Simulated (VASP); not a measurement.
# InSe (P2/m) in VASP: a series of runs

InSe is run at these levels: PBEsol; tasks: single point.

Everything below comes from runs of VASP 6.6.1. Logs are shortened: lines on timing, memory, paths and dates and some standing lists are left out, and cuts for length are marked.

**1. The cell of the first run**

The structure is monoclinic, space group P2/m (No. 10). The conventional cell has a = 4.564 Å, b = 4.111 Å, c = 11.036 Å, α = 90.00°, β = 94.93°, γ = 90.00°. In (site symmetry m) has 5 Se at 2.67 to 3.56 Å and 3 In at 2.79 to 3.73 Å within 3.8 Å. Within 3.8 Å of In (site symmetry m) lie 7 Se at 2.67 to 3.61 Å and 4 In at 3.20 to 3.73 Å. Se (site symmetry m) has 7 In at 2.67 to 3.61 Å and 3 Se at 3.58 to 3.68 Å within 3.7 Å. Se (site symmetry m) has 5 In at 2.67 to 3.56 Å and 3 Se at 3.40 to 3.58 Å within 3.6 Å.

**2. Single point, PBEsol (the part above a cut slid along it)**

INCAR reads:

```
  PREC = Accurate
  ENCUT = 520
  EDIFF = 1E-6
  ISMEAR = 0
  SIGMA = 0.05
  LREAL = F
  LASPH = T
  NELM = 100
  ALGO = Normal
  ISIF = 2
  LWAVE = F
  LCHARG = F
  GGA = PS
  NBANDS = 48
```

KPOINTS reads:

```
Automatic mesh
0
Gamma
  6 7 3
```

POSCAR reads:

```
InSe
1.0
    1.6051187225      0.0000000000     -4.2720903381
    0.0000000000      4.1105485099      0.0000000000
   10.6262698072      0.0000000000      2.9798734569
In Se
4 4
Direct
    0.7410079335      0.0000000000      0.3858026583
    0.0910079335      0.5000000000      0.8858026583
   -0.0410079335      0.0000000000      0.6141973417
    0.6089920665      0.5000000000      0.1141973417
   -0.0291819165      0.0000000000      0.1547212196
    0.3208180835      0.5000000000      0.6547212196
    0.7291819165      0.0000000000      0.8452787804
    0.3791819165      0.5000000000      0.3452787804
```

Potentials or basis: VASP PAW PBE potentials, release 64 (In_d, Se).

Run with:

```console
$ cat potpaw_PBE.64/In_d/POTCAR potpaw_PBE.64/Se/POTCAR > POTCAR
$ mpirun -np 1 vasp_std > vasp.out
```

OUTCAR:

```text
PREC = Accurate
   ENCUT = 520
   EDIFF = 1E-6
   ISMEAR = 0
   LREAL = F
   LASPH = T
   NELM = 100
   ISIF = 2
   GGA = PS

 ion  position               nearest neighbor table
   1  0.741  0.000  0.386-   5 2.67   8 2.70   8 2.70   3 2.79   4 3.73   4 3.73
   2  0.091  0.500  0.886-   6 2.67   7 2.70   7 2.70   4 3.20   4 3.60   3 3.73   3 3.73
   3  0.959  0.000  0.614-   7 2.67   6 2.70   6 2.70   1 2.79   2 3.73   2 3.73
   4  0.609  0.500  0.114-   8 2.67   5 2.70   5 2.70   2 3.20   2 3.60   1 3.73   1 3.73
   5  0.971  0.000  0.155-   1 2.67   4 2.70   4 2.70
   6  0.321  0.500  0.655-   2 2.67   3 2.70   3 2.70
   7  0.729  0.000  0.845-   3 2.67   2 2.70   2 2.70
   8  0.379  0.500  0.345-   4 2.67   1 2.70   1 2.70

  LATTYP: Found a simple monoclinic cell.
 ALAT       =     4.5636785568
 B/A-ratio  =     0.9007094734
 C/A-ratio  =     2.4182639654
 COS(beta)  =    -0.0858947007

  Lattice vectors:

 A1 = (   1.6051187225,   0.0000000000,  -4.2720903381)
 A2 = (   0.0000000000,  -4.1105485099,   0.0000000000)
 A3 = ( -10.6262698072,   0.0000000000,  -2.9798734569)

Analysis of symmetry for initial positions (statically):
=====================================================================
 Subroutine PRICEL returns:
 Original cell was already a primitive cell.

 Routine SETGRP: Setting up the symmetry group for a
 simple monoclinic supercell.

 Subroutine GETGRP returns: Found  4 space group operations
 (whereof  2 operations were pure point group operations)
 out of a pool of  4 trial point group operations.

The static configuration has the point symmetry C_1h.
 The point group associated with its full space group is C_2h.

Analysis of symmetry for dynamics (positions and initial velocities):
=====================================================================
 Subroutine PRICEL returns:
 Original cell was already a primitive cell.

 Routine SETGRP: Setting up the symmetry group for a
 simple monoclinic supercell.

 Subroutine GETGRP returns: Found  4 space group operations
 (whereof  2 operations were pure point group operations)
 out of a pool of  4 trial point group operations.

The dynamic configuration has the point symmetry C_1h.
 The point group associated with its full space group is C_2h.

 Subroutine INISYM returns: Found  4 space group operations
 (whereof  2 operations are pure point group operations),
 and found     1 'primitive' translations

----------------------------------------------------------------------------------------

                                     Primitive cell

  volume of cell :     206.2650

  direct lattice vectors                    reciprocal lattice vectors
     1.605118723  0.000000000 -4.272090338     0.059384356  0.000000000 -0.211765432
     0.000000000  4.110548510  0.000000000     0.000000000  0.243276535  0.000000000
    10.626269807  0.000000000  2.979873457     0.085136278  0.000000000  0.031987580

  length of vectors
     4.563678557  4.110548510 11.036179404     0.219934309  0.243276535  0.090947189

  position of ions in fractional coordinates (direct lattice)
     0.741007934  0.000000000  0.385802658
     0.091007934  0.500000000  0.885802658
     0.958992067  0.000000000  0.614197342
     0.608992067  0.500000000  0.114197342
     0.970818083  0.000000000  0.154721220
     0.320818084  0.500000000  0.654721220
     0.729181916  0.000000000  0.845278780
     0.379181917  0.500000000  0.345278780

  ion indices of the primitive-cell ions
   primitive index   ion index
                 1           1
                 2           2
                 3           3
                 4           4
                 5           5
                 6           6
                 7           7
                 8           8

----------------------------------------------------------------------------------------

 KPOINTS: Automatic mesh

Automatic generation of k-mesh.
 Grid dimensions read from file:
 generate k-points for:    6    7    3

 Generating k-lattice:

  Cartesian coordinates                     Fractional coordinates (reciprocal lattice)
     0.009897393  0.000000000 -0.035294239     0.166666667  0.000000000  0.000000000
     0.000000000  0.034753791  0.000000000     0.000000000  0.142857143  0.000000000
     0.028378759  0.000000000  0.010662527     0.000000000  0.000000000  0.333333333

  Length of vectors
     0.036655718  0.034753791  0.030315730

  Shift w.r.t. Gamma in fractional coordinates (k-lattice)
     0.000000000  0.000000000  0.000000000

 Subroutine IBZKPT returns following result:
 ===========================================

 Found     40 irreducible k-points:

 Following reciprocal coordinates:
            Coordinates               Weight
  0.000000  0.000000  0.000000      1.000000
  0.166667  0.000000 -0.000000      2.000000
  0.333333  0.000000 -0.000000      2.000000
  0.500000  0.000000 -0.000000      1.000000
  0.000000  0.142857  0.000000      2.000000
  0.166667  0.142857 -0.000000      4.000000
[... 16 lines left out ...]
 -0.000000  0.142857  0.333333      4.000000
  0.166667  0.142857  0.333333      4.000000
 [... further k-points ...]
   k-points           NKPTS =     40   k-points in BZ     NKDIM =     40   number of bands    NBANDS=     48
   number of dos      NEDOS =    301   number of ions     NIONS =      8
   total plane-waves  NPLWV =  96768
   dimension x,y,z NGX =    36 NGY =   32 NGZ =   84
   dimension x,y,z NGXF=    72 NGYF=   64 NGZF=  168
   ions per type =               4   4
   NGX,Y,Z   is equivalent  to a cutoff of  13.11, 12.94, 12.65 a.u.
   NGXF,Y,Z  is equivalent  to a cutoff of  26.23, 25.88, 25.31 a.u.
 SYSTEM =  unknown system
   PREC   = accura    normal or accurate (medium, high low for compatibility)
   ISTART =      0    job   : 0-new  1-cont  2-samecut
   ICHARG =      2    charge: 1-file 2-atom 10-const
   ISPIN  =      1    spin polarized calculation?
   LNONCOLLINEAR =      F non collinear calculations
   LSORBIT =      F    spin-orbit coupling
   LASPH  =      T    aspherical Exc in radial PAW
   ENCUT  =  520.0 eV  38.22 Ry    6.18 a.u.   8.49  7.64 20.52*2*pi/ulx,y,z
   NELM   =    100;   NELMIN=  2; NELMDL= -5     # of ELM steps
   EDIFF  = 0.1E-05   stopping-criterion for ELM
   LREAL  =      F    real-space projection
   EDIFFG = 0.1E-04   stopping-criterion for IOM
   NSW    =      0    number of steps for IOM
   IBRION =     -1    ionic relax: 0-MD 1-quasi-New 2-CG
   NFREE  =      0    steps in history (QN), initial steepest desc. (CG)
   ISIF   =      2    stress and relaxation
   ISYM   =      2    0-nonsym 1-usesym 2-fastsym
   POTIM  = 0.5000    time-step for ionic-motion
   TEBEG  =    0.0;   TEEND  =   0.0 temperature during run
   PSTRESS=    0.0 pullay stress
   NELECT =      76.0000    total number of electrons
   NUPDOWN=      -1.0000    fix difference up-down
   EMIN   =  10.00;   EMAX   =-10.00  energy-range for DOS
   EFERMI =   0.00;   METHOD = LEGACY
   ISMEAR =     0;   SIGMA  =   0.05  broadening in eV -4-tet -1-fermi 0-gaus
   EFERMI_NEDOS =   21; number of points for ismear=-14 and -15
   IALGO  =     38    algorithm
   IMIX   =      4    mixing-type and parameters
     AMIX     =   0.40;   BMIX     =  1.00
     AMIX_MAG =   1.60;   BMIX_MAG =  1.00
  volume/ion in A,a.u.               =      25.78       173.99
  Fermi-wavevector in a.u.,A,eV,Ry     =   1.173647  2.217871 18.741310  1.377447
  Thomas-Fermi vector in A             =   2.310057
   LORBIT       =      0    0 simple, 1 ext, 2 COOP (PROOUT), +10 PAW based schemes
   GGA     = PS    functional components
   LHFCALC =     F    Hartree Fock is set to
   AEXX    =    0.0000 exact exchange contribution
   IVDW    =     0    specifies the selected vdW correction
   LEPSILON=     F    determine dielectric tensor
   LRPA    =     F    only Hartree local field effects (RPA)
 non-spin polarized calculation
 Gauss-broadening in eV      SIGMA  =   0.05
  energy-cutoff  :      520.00
  volume of cell :      206.27
 maximum number of plane-waves:      5591
 NGX is ok and might be reduce to    36
   NGX = 17   NGY = 15   NGZ = 41

 number of electron      75.9999990 magnetization

 Free energy of the ion-electron system (eV)
  ---------------------------------------------------
  ext. energy  EPLUGINS =         0.00000000
  ---------------------------------------------------
  free energy    TOTEN  =       -30.09494188 eV

  energy without entropy =      -30.09187311  energy(sigma->0) =      -30.09340750

 E-fermi :   5.1722     XC(G=0):  -9.8421

 val. band max:        5.1297300328   @ k =   0.5000   0.0000   0.3333
 cond. band min:       5.1768125680   @ k =  -0.3333   0.4286   0.3333
 fundamental gap:      0.0470825353
 Fermi energy:         5.1721921697

 k-point     1 :       0.0000    0.0000    0.0000
  band No.  band energies     occupation
      1      -9.6858      2.00000
      2      -9.6565      2.00000
      3      -9.5064      2.00000
      4      -9.4008      2.00000
      5      -9.3488      2.00000
      6      -9.3419      2.00000
[... 40 lines left out ...]
     47      10.3624      0.00000
     48      10.3765      0.00000

 k-point     2 :       0.1667    0.0000   -0.0000
  band No.  band energies     occupation
      1      -9.6842      2.00000
      2      -9.6576      2.00000
      3      -9.5142      2.00000
      4      -9.4023      2.00000
      5      -9.3471      2.00000
      6      -9.3379      2.00000
[... 40 lines left out ...]
     47      10.0324      0.00000
     48      10.5566      0.00000

 k-point     3 :       0.3333    0.0000   -0.0000
  band No.  band energies     occupation
      1      -9.6811      2.00000
      2      -9.6581      2.00000
      3      -9.5267      2.00000
      4      -9.4054      2.00000
      5      -9.3454      2.00000
      6      -9.3300      2.00000
[... 1060 lines left out ...]
     47      10.0298      0.00000
     48      10.3069      0.00000

 k-point    24 :       0.1667    0.1429    0.3333
  band No.  band energies     occupation
      1      -9.6777      2.00000
      2      -9.6625      2.00000
      3      -9.5169      2.00000
      4      -9.4118      2.00000
      5      -9.3978      2.00000
      6      -9.3389      2.00000
[... 40 lines left out ...]
     47       9.8583      0.00000
     48      10.3802      0.00000

 [... further k-points ...]

------------------------ aborting loop because EDIFF is reached ----------------------------------------

  FORCE on cell =-STRESS in cart. coord.  units (eV):
  Direction    XX          YY          ZZ          XY          YZ          ZX
  --------------------------------------------------------------------------------------
  -------------------------------------------------------------------------------------
  Total       -1.6682673      1.9541707      1.6665190      0.0000000      0.0000000      3.1836642
  in kB      -12.9583791     15.1791529     12.9447987      0.0000000      0.0000000     24.7293264
  external PRESSURE =       5.0551908 kB  Pullay stress =       0.0000000 kB

 VOLUME and BASIS-vectors are now :
 -----------------------------------------------------------------------------
  energy-cutoff  :      520.00
  volume of cell :      206.27
      direct lattice vectors                 reciprocal lattice vectors
     1.605118723  0.000000000 -4.272090338     0.059384356  0.000000000 -0.211765432
     0.000000000  4.110548510  0.000000000     0.000000000  0.243276535  0.000000000
    10.626269807  0.000000000  2.979873457     0.085136278  0.000000000  0.031987580

 POSITION                                       TOTAL-FORCE (eV/Angst)
 -----------------------------------------------------------------------------------
      5.28905      0.00000     -2.01601         0.000753      0.000000     -0.002730
      9.55886      2.05527      2.25079         0.648118      0.000000     -0.618278
      8.06592      0.00000     -2.26667        -0.000753      0.000000      0.002730
      2.19100      2.05527     -2.26138        -0.648118      0.000000      0.618278
      3.20239      0.00000     -3.68637         0.114701      0.000000      0.003944
      7.47220      2.05527      0.58042        -0.149683      0.000000     -0.268948
     10.15258      0.00000     -0.59631        -0.114701      0.000000     -0.003944
      4.27766      2.05527     -0.59101         0.149683      0.000000      0.268948
 -----------------------------------------------------------------------------------
    total drift:                               -0.000025     -0.000000      0.000010

  FREE ENERGIE OF THE ION-ELECTRON SYSTEM (eV)
  ---------------------------------------------------
  free  energy   TOTEN  =       -30.0949418802 eV

  energy  without entropy=      -30.0918731111  energy(sigma->0) =      -30.09340750
```

Wall time 3.2 min (1 thread of AMD EPYC 9R45 (Zen 5), shared host); peak memory 0.44 GiB.

What came out:

* Free energy: -30.0949 eV
* Pressure: 0.5 GPa
* Largest force: 0.896 eV/Å
* Band gap on the k mesh: zero (bands 38 and 39 overlap by 0.07 eV)

Forces on the atoms (eV/Å):
```
In   0.001  0.000 -0.003
In   0.648  0.000 -0.618
In  -0.001  0.000  0.003
In  -0.648  0.000  0.618
Se   0.115  0.000  0.004
Se  -0.150  0.000 -0.269
Se  -0.115  0.000 -0.004
Se   0.150  0.000  0.269
```

Stress tensor (GPa, compression positive):
```
-1.30  0.00  2.47
 0.00  1.52  0.00
 2.47  0.00  1.29
```

Caveat: the cell differs from its parent crystal (the part above a cut slid along it); the PAW data sets were made with another functional, which shifts forces and pressure a little; spin-orbit coupling is left out, which moves the levels of the heavy elements.

**3. Single point, PBEsol (the part above a cut slid along it)**

INCAR reads:

```
SYSTEM = InSe
PREC = Accurate ; ENCUT = 520
EDIFF = 1E-6 ; ISMEAR = 0
SIGMA = 0.05 ; LREAL = .FALSE.
LASPH = .TRUE. ; NELM = 60
ALGO = Normal ; ISIF = 2
LWAVE = .FALSE. ; LCHARG = .FALSE.
GGA = PS ; NBANDS = 48
```

KPOINTS reads:

```
Automatic mesh
0
G
  6 7 3
  0 0 0
```

POSCAR reads:

```
InSe
1.0
    1.6051187225      0.0000000000     -4.2720903381
    0.0000000000      4.1105485099      0.0000000000
   11.2683172962      0.0000000000      1.2710373216
In Se
4 4
Direct
    0.5866868702      0.0000000000      0.3858026583
   -0.2633131298      0.5000000000      0.8858026583
   -0.2866868702      0.0000000000      0.6141973417
    0.5633131298      0.5000000000      0.1141973417
   -0.0910704043      0.0000000000      0.1547212196
    0.0589295957      0.5000000000      0.6547212196
    0.3910704043      0.0000000000      0.8452787804
    0.2410704043      0.5000000000      0.3452787804
```

Potentials or basis: VASP PAW PBE potentials, release 64 (In_d, Se).

Run with:

```console
$ cat potpaw_PBE.64/In_d/POTCAR potpaw_PBE.64/Se/POTCAR > POTCAR
$ mpirun -np 1 vasp_std > vasp.out
```

Run time: 4.7 min. Hardware: 1 thread of Intel Xeon Platinum 8488C (Sapphire Rapids), shared host; peak memory 0.47 GiB.

It converged, with:

| Property | Result |
| --- | --- |
| Free energy | -30.2738 eV |
| Pressure | 1.8 GPa |
| Largest force | 2.217 eV/Å |
| Band gap on the k mesh | 0.16 eV (least direct gap 0.76 eV) |

Forces on the atoms (eV/Å):
```
In  -0.007  0.000 -0.144
In  -2.129  0.000 -0.619
In   0.007  0.000  0.144
In   2.129  0.000  0.619
Se   0.457  0.000 -0.238
Se   0.134  0.000  0.052
Se  -0.457  0.000  0.238
Se  -0.134  0.000 -0.052
```

Stress tensor (GPa, compression positive):
```
 4.72  0.00 -0.55
 0.00  1.77  0.00
-0.55  0.00 -0.99
```

Levels at points of the mesh, in eV from the valence-band top:
| k point | band 35 | band 36 | band 37 | band 38 | band 39 | band 40 | band 41 | band 42 |
| --- | --- | --- | --- | --- | --- | --- | --- | --- |
| (0.00, 0.00, 0.00) | -1.74 | -1.63 | -1.04 | -0.09 | 0.84 | 1.79 | 2.44 | 2.64 |
| (0.50, 0.00, 0.00) | -1.46 | -1.18 | -0.69 | -0.09 | 0.79 | 1.51 | 2.15 | 2.99 |

Caveat: the cell differs from its parent crystal (the part above a cut slid along it); the stress differs along the axes, from -1 to 5 GPa; semilocal functionals underestimate gaps, and a narrow one can read as zero; the PAW data sets were made with another functional, which shifts forces and pressure a little; spin-orbit coupling is left out, which moves the levels of the heavy elements. A k mesh can miss the band edges.

**4. Single point, PBEsol (the part above a cut slid along it)**

INCAR reads:

```
  ALGO = Normal
  EDIFF = 1E-7
  ENCUT = 520
  GGA = PS
  ISIF = 2
  ISMEAR = 0
  LASPH = T
  LCHARG = F
  LREAL = F
  LWAVE = F
  NBANDS = 48
  NELM = 100
  PREC = Accurate
  SIGMA = 0.05
```

KPOINTS reads:

```
k-points
0
Gamma
  6 7 3
```

POSCAR reads:

```
InSe
1.0
    1.6051187225      0.0000000000     -4.2720903381
    0.0000000000      4.1105485099      0.0000000000
   11.5893410408      0.0000000000      0.4166192540
In Se
4 4
Direct
    0.5095263385      0.0000000000      0.3858026583
   -0.4404736615      0.5000000000      0.8858026583
   -0.4095263385      0.0000000000      0.6141973417
    0.5404736615      0.5000000000      0.1141973417
   -0.1220146482      0.0000000000      0.1547212196
   -0.0720146482      0.5000000000      0.6547212196
    0.2220146482      0.0000000000      0.8452787804
    0.1720146482      0.5000000000      0.3452787804
```

Run with:

```console
$ cat potpaw_PBE.64/In_d/POTCAR potpaw_PBE.64/Se/POTCAR > POTCAR
$ mpirun -np 1 vasp_std > vasp.out
```

Run time: 5.4 min. Hardware: 1 thread of Intel Xeon Platinum 8488C (Sapphire Rapids), shared host; peak memory 0.5 GiB.

The run converged. Its results:

```yaml
Free_energy: -30.9629 eV
Pressure: 0.7 GPa
Largest_force: 1.067 eV/Å
Band_gap_on_the_k_mesh: 0.80 eV (least direct gap 1.08 eV)
```

Forces on the atoms (eV/Å):
```
In   0.008  0.000 -0.048
In  -1.067  0.000  0.043
In  -0.008  0.000  0.048
In   1.067  0.000 -0.043
Se   0.098  0.000 -0.083
Se   0.063  0.000  0.033
Se  -0.098  0.000  0.083
Se  -0.063  0.000 -0.033
```

Stress tensor (GPa, compression positive):
```
 2.34  0.00 -0.71
 0.00  0.35  0.00
-0.71  0.00 -0.57
```

Levels at points of the mesh, in eV from the valence-band top:
```tsv
k point	band 35	band 36	band 37	band 38	band 39	band 40	band 41	band 42
(0.00, 0.00, 0.00)	-1.52	-1.40	-0.91	-0.32	1.05	2.54	2.60	2.74
(0.50, 0.00, 0.00)	-1.29	-1.13	-0.49	-0.20	0.88	2.02	2.17	3.03
```

Caveat: the cell differs from its parent crystal (the part above a cut slid along it); semilocal functionals underestimate gaps, and a narrow one can read as zero; the PAW data sets were made with another functional, which shifts forces and pressure a little; spin-orbit coupling is left out, which moves the levels of the heavy elements.

**5. The runs side by side**

| cell | gap on the mesh (eV) | pressure (GPa) | largest force (eV/Å) |
| --- | --- | --- | --- |
| a = 4.564, b = 4.111, c = 11.036 Å, angles 90.0, 85.1, 90.0°, 8 atoms | none | 0.5 | 0.90 |
| a = 4.564, b = 4.111, c = 11.340 Å, angles 90.0, 75.8, 90.0°, 8 atoms | 0.16 | 1.8 | 2.22 |
| a = 4.564, b = 4.111, c = 11.597 Å, angles 90.0, 71.5, 90.0°, 8 atoms | 0.80 | 0.7 | 1.07 |

Alike in all rows: task single point; level PBEsol; potentials or basis VASP PAW PBE potentials, release 64 (In_d, Se); no spin polarisation; k mesh 6 × 7 × 3; cutoff (eV) 520; smearing gaussian 0.05 eV.

Caveats: the PAW data sets were made with another functional, which shifts forces and pressure a little; spin-orbit coupling is left out, which moves the levels of the heavy elements; semilocal functionals underestimate gaps, and a narrow one can read as zero (at least some runs); the stress differs along the axes, from -1 to 5 GPa (at least some runs).

Absolute energies hang on the potentials; compare differences alone.

The gap in the log of VASP goes by the Fermi energy; the results here count the filled bands.